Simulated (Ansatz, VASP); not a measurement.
## AgSb7 in VASP and in Ansatz

```
Ag Sb
1.0
     8.00941    0.57274    0.15484
     0.55383    8.11113    0.14648
     0.15170    0.14873    7.54135
Ag Sb
2 14
Direct
  0.94992 0.49079 0.95056
  0.98362 0.45088 0.57779
  0.15172 0.00894 0.00089
  0.57776 0.94472 0.99345
  0.86248 0.97100 0.50534
  0.18209 0.38518 0.26151
  0.44995 0.47831 0.93455
  0.42832 0.10155 0.40401
  0.84297 0.27382 0.26871
  0.22632 0.82886 0.41348
  0.26676 0.25155 0.73345
  0.56911 0.55215 0.38309
  0.81646 0.73269 0.20562
  0.82203 0.15590 0.85856
  0.17570 0.71145 0.79081
  0.68734 0.66289 0.72288
```

Alike in both runs: functional PBE; k mesh 3 × 3 × 3; occupations gaussian, width 0.1 eV; no spin polarisation.

Ansatz relaxed the structure, and its values are those at the end. VASP's run is a single point on that final structure, the one shown.

|  | VASP | Ansatz |
| --- | --- | --- |
| version | VASP 6.6.1 | Ansatz 0.2.0 |
| potentials or method | VASP PAW PBE potentials, release 64 (Ag, Sb), cutoff 520 eV | scalar-relativistic, plane waves, PAW |
| valence electrons in the cell | 92 | 248 |

```tsv
	VASP	Ansatz	Ansatz less VASP
gap on the k mesh at the Fermi level (eV)	none	none	-
pressure (GPa)	0.0	0.0	+0.01
rms of the force components (eV/Å)	0.013	0.007	-0.0064
```

A gap of «none» marks a metal or a gap that the smearing closes. VASP's potentials hold 92 valence electrons a cell and Ansatz's 248, so a difference there can come from the potentials and not from the codes.

Neither program's run includes spin-orbit coupling.
